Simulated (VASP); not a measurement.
# BN (P6_3mc) in VASP: notebook

Runs on BN. Level: PBE. Tasks: single point.

All numbers are computed with VASP 6.6.1; they aren't measurements. Logs are shortened: lines on timing, memory, paths and dates and some standing lists are left out, and cuts for length are marked.

### Step 1. The cell of the first run

The structure is hexagonal, space group P6_3mc (No. 186). The conventional cell has a = 2.456 Å, b = 2.456 Å, c = 4.063 Å, α = 90.00°, β = 90.00°, γ = 120.00°. Within 2.0 Å of B (site symmetry 3m) lie 4 N at 1.51 to 1.52 Å. N (site symmetry 3m) has 4 B at 1.51 to 1.52 Å within 2.0 Å.

### Step 2. Single point, PBE (volume changed by -10%)

File INCAR:

```
PREC     = Accurate       # precision mode
ENCUT    = 520            # plane-wave cutoff, eV
EDIFF    = 1E-6           # SCF threshold, eV
ISMEAR   = 0              # smearing method
SIGMA    = 0.01           # smearing width, eV
LREAL    = F              # projectors in reciprocal space
LASPH    = T              # aspherical terms in the spheres
NELM     = 80             # most SCF steps
ALGO     = Normal         # electronic algorithm
ISIF     = 2              # what is computed and relaxed
LWAVE    = F              # write WAVECAR
LCHARG   = F              # write CHGCAR
GGA      = PE             # functional
NBANDS   = 16             # bands
```

File KPOINTS:

```
regular mesh
0
Gamma
  6 6 4
```

File POSCAR:

```
BN
1.0
    2.4561523839      0.0000000000      0.0000000000
   -1.2280761920      2.1270903600      0.0000000000
    0.0000000000      0.0000000000      4.0626111069
B N
2 2
Direct
    0.6666666667      0.3333333333      0.9997950056
    0.3333333333      0.6666666667      0.4997950056
    0.6666666667      0.3333333333      0.6252049944
    0.3333333333      0.6666666667      0.1252049944
```

Potentials or basis: VASP PAW PBE potentials, release 64 (B, N).

Started as:

```bash
cat potpaw_PBE.64/B/POTCAR potpaw_PBE.64/N/POTCAR > POTCAR
mpirun -np 1 vasp_std > vasp.out
```

OUTCAR:

```text
PREC = Accurate
   ENCUT = 520
   EDIFF = 1E-6
   ISMEAR = 0
   LREAL = F
   LASPH = T
   NELM = 80
   ISIF = 2
   GGA = PE

 ion  position               nearest neighbor table
   1  0.667  0.333  1.000-   4 1.51   4 1.51   4 1.51   3 1.52
   2  0.333  0.667  0.500-   3 1.51   3 1.51   3 1.51   4 1.52
   3  0.667  0.333  0.625-   2 1.51   2 1.51   2 1.51   1 1.52
   4  0.333  0.667  0.125-   1 1.51   1 1.51   1 1.51   2 1.52

  LATTYP: Found a hexagonal cell.
 ALAT       =     2.4561523839
 C/A-ratio  =     1.6540549900

  Lattice vectors:

 A1 = (   2.4561523839,   0.0000000000,   0.0000000000)
 A2 = (  -1.2280761920,   2.1270903600,   0.0000000000)
 A3 = (   0.0000000000,   0.0000000000,   4.0626111069)

Analysis of symmetry for initial positions (statically):
=====================================================================
 Subroutine PRICEL returns:
 Original cell was already a primitive cell.

 Routine SETGRP: Setting up the symmetry group for a
 hexagonal supercell.

 Subroutine GETGRP returns: Found 12 space group operations
 (whereof  6 operations were pure point group operations)
 out of a pool of 24 trial point group operations.

The static configuration has the point symmetry C_3v.
 The point group associated with its full space group is C_6v.

Analysis of symmetry for dynamics (positions and initial velocities):
=====================================================================
 Subroutine PRICEL returns:
 Original cell was already a primitive cell.

 Routine SETGRP: Setting up the symmetry group for a
 hexagonal supercell.

 Subroutine GETGRP returns: Found 12 space group operations
 (whereof  6 operations were pure point group operations)
 out of a pool of 24 trial point group operations.

The dynamic configuration has the point symmetry C_3v.
 The point group associated with its full space group is C_6v.

 Subroutine INISYM returns: Found 12 space group operations
 (whereof  6 operations are pure point group operations),
 and found     1 'primitive' translations

----------------------------------------------------------------------------------------

                                     Primitive cell

[... 87 lines left out ...]
   LASPH  =      T    aspherical Exc in radial PAW
   ENCUT  =  520.0 eV  38.22 Ry    6.18 a.u.   4.57  4.57  7.55*2*pi/ulx,y,z
   NELM   =     80;   NELMIN=  2; NELMDL= -5     # of ELM steps
   EDIFF  = 0.1E-05   stopping-criterion for ELM
   LREAL  =      F    real-space projection
   EDIFFG = 0.1E-04   stopping-criterion for IOM
   NSW    =      0    number of steps for IOM
   IBRION =     -1    ionic relax: 0-MD 1-quasi-New 2-CG
   NFREE  =      0    steps in history (QN), initial steepest desc. (CG)
   ISIF   =      2    stress and relaxation
   ISYM   =      2    0-nonsym 1-usesym 2-fastsym
   POTIM  = 0.5000    time-step for ionic-motion
   TEBEG  =    0.0;   TEEND  =   0.0 temperature during run
   PSTRESS=    0.0 pullay stress
   NELECT =      16.0000    total number of electrons
   NUPDOWN=      -1.0000    fix difference up-down
   EMIN   =  10.00;   EMAX   =-10.00  energy-range for DOS
   EFERMI =   0.00;   METHOD = LEGACY
   ISMEAR =     0;   SIGMA  =   0.01  broadening in eV -4-tet -1-fermi 0-gaus
   EFERMI_NEDOS =   21; number of points for ismear=-14 and -15
   IALGO  =     38    algorithm
   IMIX   =      4    mixing-type and parameters
     AMIX     =   0.40;   BMIX     =  1.00
     AMIX_MAG =   1.60;   BMIX_MAG =  1.00
  volume/ion in A,a.u.               =       5.31        35.81
  Fermi-wavevector in a.u.,A,eV,Ry     =   1.489930  2.815560 30.203474  2.219893
  Thomas-Fermi vector in A             =   2.602777
   LORBIT       =      0    0 simple, 1 ext, 2 COOP (PROOUT), +10 PAW based schemes
   GGA     = PE    functional components
   LHFCALC =     F    Hartree Fock is set to
   AEXX    =    0.0000 exact exchange contribution
   IVDW    =     0    specifies the selected vdW correction
   LEPSILON=     F    determine dielectric tensor
   LRPA    =     F    only Hartree local field effects (RPA)
 non-spin polarized calculation
 Gauss-broadening in eV      SIGMA  =   0.01
  energy-cutoff  :      520.00
  volume of cell :       21.22
 maximum number of plane-waves:       592
   NGX =  9   NGY =  9   NGZ = 15

 number of electron      16.0000000 magnetization

 Free energy of the ion-electron system (eV)
  ---------------------------------------------------
  ext. energy  EPLUGINS =         0.00000000
  ---------------------------------------------------
  free energy    TOTEN  =       -34.40756403 eV

  energy without entropy =      -34.40756403  energy(sigma->0) =      -34.40756403

 E-fermi :   9.1150     XC(G=0): -13.3492

 val. band max:        8.9657172295   @ k =   0.0000   0.0000   0.0000
 cond. band min:      13.9573251436   @ k =   0.3333   0.3333   0.0000
 fundamental gap:      4.9916079140
 Fermi energy:         9.1150228849

 k-point     1 :       0.0000    0.0000    0.0000
  band No.  band energies     occupation
      1     -12.7400      2.00000
      2      -8.0645      2.00000
      3      -3.0232      2.00000
      4       6.5976      2.00000
      5       6.5976      2.00000
      6       8.6573      2.00000
[... 376 lines left out ...]
      3      -0.5770      2.00000
      4      -0.5770      2.00000
      5       0.2844      2.00000
      6       0.2844      2.00000
[... 8 lines left out ...]
     15      27.4351      0.00000
     16      27.4351      0.00000

------------------------ aborting loop because EDIFF is reached ----------------------------------------

  FORCE on cell =-STRESS in cart. coord.  units (eV):
  Direction    XX          YY          ZZ          XY          YZ          ZX
  --------------------------------------------------------------------------------------
  -------------------------------------------------------------------------------------
  Total        7.2563252      7.2563252      7.3028178     -0.0000000      0.0000000     -0.0000000
  in kB      547.7480251    547.7480251    551.2575520     -0.0000000      0.0000000     -0.0000000
  external PRESSURE =     548.9178674 kB  Pullay stress =       0.0000000 kB

 VOLUME and BASIS-vectors are now :
 -----------------------------------------------------------------------------
  energy-cutoff  :      520.00
  volume of cell :       21.22
      direct lattice vectors                 reciprocal lattice vectors
     2.456152384  0.000000000  0.000000000     0.407140862  0.235062887  0.000000000
    -1.228076192  2.127090360  0.000000000     0.000000000  0.470125773  0.000000000
     0.000000000  0.000000000  4.062611107     0.000000000  0.000000000  0.246147114

 POSITION                                       TOTAL-FORCE (eV/Angst)
 -----------------------------------------------------------------------------------
      1.22808      0.70903      4.06178        -0.000000     -0.000000     -0.092824
     -0.00000      1.41806      2.03047         0.000000      0.000000     -0.092824
      1.22808      0.70903      2.53996        -0.000000      0.000000      0.092824
     -0.00000      1.41806      0.50866         0.000000     -0.000000      0.092824
 -----------------------------------------------------------------------------------
    total drift:                               -0.000000     -0.000000      0.000484

  FREE ENERGIE OF THE ION-ELECTRON SYSTEM (eV)
  ---------------------------------------------------
  free  energy   TOTEN  =       -34.4075640276 eV

  energy  without entropy=      -34.4075640276  energy(sigma->0) =      -34.40756403
```

stdout:

```text
POSCAR found type information on POSCAR B N
 POSCAR found :  2 types and       4 ions
 scaLAPACK will be used
 LDA part: xc-table for (Slater+PW92), standard interpolation
 POSCAR, INCAR and KPOINTS ok, starting setup
 FFT: planning ... GRIDC
 FFT: planning ... GRID_SOFT
 FFT: planning ... GRID
 WAVECAR not read
 entering main loop
```

Wall time 4.9 s (1 thread of Intel Xeon Platinum 8488C (Sapphire Rapids), shared host); peak memory 0.12 GiB.

Results:

| Property | Result |
| --- | --- |
| Free energy | -34.4076 eV |
| Pressure | 54.9 GPa |
| Largest force | 0.093 eV/Å |
| Band gap on the k mesh | 4.99 eV, indirect (least direct gap 8.81 eV) |

Forces in eV/Å, atoms in the order of the input:
```
B    0.000  0.000 -0.093
B    0.000  0.000 -0.093
N    0.000  0.000  0.093
N    0.000  0.000  0.093
```

Stress tensor (GPa, compression positive):
```
54.77  0.00  0.00
 0.00 54.77  0.00
 0.00  0.00 55.13
```

Caveat: the k points lie up to 0.49 Å⁻¹ apart; the cell differs from its parent crystal (volume changed by -10%). A k mesh can miss the band edges.

### Step 3. Single point, PBE

This run uses another cell than the first one, of 5.90 Å³/atom, 1.111 times its volume.

File INCAR:

```
PREC = Accurate ; ENCUT = 520
EDIFF = 1E-6 ; ISMEAR = 0
SIGMA = 0.01 ; LREAL = F
LASPH = T ; NELM = 60
ALGO = Normal ; ISIF = 2
LWAVE = F ; LCHARG = F
GGA = PE ; NBANDS = 16
```

KPOINTS is that of step 2.

File POSCAR:

```
BN
1.0
    2.5439455090      0.0000000000      0.0000000000
   -1.2719727545      2.2031214366      0.0000000000
    0.0000000000      0.0000000000      4.2078257634
B N
2 2
Direct
    0.6666666667      0.3333333333      0.9997950056
    0.3333333333      0.6666666667      0.4997950056
    0.6666666667      0.3333333333      0.6252049944
    0.3333333333      0.6666666667      0.1252049944
```

Potentials or basis: VASP PAW PBE potentials, release 64 (B, N).

Started as:

```bash
cat potpaw_PBE.64/B/POTCAR potpaw_PBE.64/N/POTCAR > POTCAR
mpirun -np 1 vasp_std > vasp.out
```

Wall time 5.1 s (1 thread of Intel Xeon Platinum 8488C (Sapphire Rapids), shared host); peak memory 0.13 GiB.

Results (log left out):

| Item | Value |
| --- | --- |
| Free energy | -34.8233 eV |
| Pressure | 5.0 GPa |
| Largest force | 0.004 eV/Å |
| Band gap on the k mesh | 5.19 eV, indirect (least direct gap 8.32 eV) |

Forces on the atoms (eV/Å):
```
B    0.000  0.000 -0.004
B    0.000  0.000 -0.004
N    0.000  0.000  0.004
N    0.000  0.000  0.004
```

Stress tensor (GPa, compression positive):
```
5.05 0.00 0.00
0.00 5.05 0.00
0.00 0.00 4.77
```

Levels at points of the mesh, in eV from the valence-band top:
| k point | band 6 | band 7 | band 8 | band 9 | band 10 | band 11 |
| --- | --- | --- | --- | --- | --- | --- |
| (0.00, 0.00, 0.00) | -0.27 | 0.00 | 0.00 | 8.38 | 8.38 | 8.62 |
| (0.50, 0.00, 0.00) | -5.00 | -4.42 | -2.12 | 6.72 | 7.98 | 10.62 |
| (0.00, 0.00, 0.50) | -1.18 | -1.18 | -1.18 | 9.52 | 9.52 | 9.94 |
| (0.50, 0.00, 0.50) | -3.78 | -3.58 | -3.58 | 6.60 | 6.60 | 10.06 |

Caveat: the k points lie up to 0.48 Å⁻¹ apart.

### Step 4. Single point, PBE (volume changed by -5%)

File INCAR:

```
SYSTEM = BN
ALGO     = Normal         ! electronic algorithm
EDIFF    = 1E-6           ! SCF threshold, eV
ENCUT    = 520            ! plane-wave cutoff, eV
GGA      = PE             ! functional
ISIF     = 2              ! what is computed and relaxed
ISMEAR   = 0              ! smearing method
LASPH    = .True.         ! aspherical terms in the spheres
LCHARG   = .False.        ! write CHGCAR
LREAL    = .False.        ! projectors in reciprocal space
LWAVE    = .False.        ! write WAVECAR
NBANDS   = 16             ! bands
NELM     = 80             ! most SCF steps
PREC     = Accurate       ! precision mode
SIGMA    = 0.01           ! smearing width, eV
```

File KPOINTS:

```
k-points
0
Gamma
  6 6 4
  0 0 0
```

File POSCAR:

```
BN
1.0
    2.5008194572      0.0000000000      0.0000000000
   -1.2504097286      2.1657731802      0.0000000000
    0.0000000000      0.0000000000      4.1364929022
B N
2 2
Direct
    0.6666666667      0.3333333333      0.9997950056
    0.3333333333      0.6666666667      0.4997950056
    0.6666666667      0.3333333333      0.6252049944
    0.3333333333      0.6666666667      0.1252049944
```

Started as:

```bash
cat potpaw_PBE.64/B/POTCAR potpaw_PBE.64/N/POTCAR > POTCAR
mpirun -np 1 vasp_std > vasp.out
```

Run time: 6.2 s. Hardware: 1 thread of Intel Xeon Platinum 8488C (Sapphire Rapids), shared host; peak memory 0.13 GiB.

Results (log left out):

- Free energy: -34.7068 eV
- Pressure: 27.0 GPa
- Largest force: 0.045 eV/Å
- Band gap on the k mesh: 5.10 eV, indirect (least direct gap 8.59 eV)

Forces in eV/Å, atoms in the order of the input:
```
B    0.000  0.000 -0.045
B    0.000  0.000 -0.045
N    0.000  0.000  0.045
N    0.000  0.000  0.045
```

Levels at points of the mesh, in eV from the valence-band top:
```tsv
k point	band 6	band 7	band 8	band 9	band 10	band 11
(0.00, 0.00, 0.00)	-0.29	0.00	0.00	8.59	8.59	8.90
(0.50, 0.00, 0.00)	-5.26	-4.69	-2.23	6.91	8.13	10.90
(0.00, 0.00, 0.50)	-1.24	-1.24	-1.24	9.99	9.99	10.22
(0.50, 0.00, 0.50)	-3.98	-3.75	-3.75	6.79	6.79	10.41
```

Caveat: the k points lie up to 0.48 Å⁻¹ apart; the cell differs from its parent crystal (volume changed by -5%).

### Step 5. Single point, PBE (volume changed by +5%)

File INCAR:

```
SYSTEM = BN
PREC = Accurate
ENCUT = 520
EDIFF = 1E-7
ISMEAR = 0
SIGMA = 0.01
LREAL = .False.
LASPH = .True.
NELM = 100
ALGO = Normal
ISIF = 2
LWAVE = .False.
LCHARG = .True.
GGA = PE
LELF = .True.
LVHAR = .True.
NBANDS = 16
```

File KPOINTS:

```
Automatic mesh
0
Gamma
  6 6 4
  0 0 0
```

File POSCAR:

```
BN
1.0
    2.5856569473      0.0000000000      0.0000000000
   -1.2928284737      2.2392446018      0.0000000000
    0.0000000000      0.0000000000      4.2768187761
B N
2 2
Direct
    0.6666666667      0.3333333333      0.9997950056
    0.3333333333      0.6666666667      0.4997950056
    0.6666666667      0.3333333333      0.6252049944
    0.3333333333      0.6666666667      0.1252049944
```

Started as:

```bash
cat potpaw_PBE.64/B/POTCAR potpaw_PBE.64/N/POTCAR > POTCAR
mpirun -np 1 vasp_std > vasp.out
```

It took 7 s on 1 thread of Intel Xeon Platinum 8488C (Sapphire Rapids), shared host; peak memory 0.13 GiB.

The run converged. Its results:

- Free energy: -34.7948 eV
- Pressure: -12.5 GPa
- Largest force: 0.032 eV/Å
- Band gap on the k mesh: 5.26 eV, indirect (least direct gap 8.06 eV)

Forces in eV/Å, atoms in the order of the input:
```
B    0.000  0.000  0.032
B    0.000  0.000  0.032
N    0.000  0.000 -0.032
N    0.000  0.000 -0.032
```

Stress tensor (GPa, compression positive):
```
-12.39   0.00   0.00
  0.00 -12.39   0.00
  0.00   0.00 -12.86
```

Levels at points of the mesh, in eV from the valence-band top:
| k point | band 4 | band 5 | band 6 | band 7 | band 8 | band 9 | band 10 | band 11 | band 12 | band 13 |
| --- | --- | --- | --- | --- | --- | --- | --- | --- | --- | --- |
| (0.00, 0.00, 0.00) | -2.03 | -2.03 | -0.25 | 0.00 | 0.00 | 8.18 | 8.18 | 8.32 | 8.97 | 10.09 |
| (0.50, 0.00, 0.00) | -7.53 | -6.65 | -4.75 | -4.18 | -2.02 | 6.54 | 7.82 | 10.36 | 11.01 | 12.43 |
| (0.00, 0.00, 0.50) | -5.52 | -1.12 | -1.12 | -1.12 | -1.12 | 9.06 | 9.06 | 9.68 | 9.68 | 9.68 |
| (0.50, 0.00, 0.50) | -9.64 | -3.59 | -3.59 | -3.42 | -3.42 | 6.42 | 6.42 | 9.72 | 9.72 | 13.82 |

Caveat: the k points lie up to 0.47 Å⁻¹ apart; the cell differs from its parent crystal (volume changed by +5%).

(Part 1 of 2 ends here.)
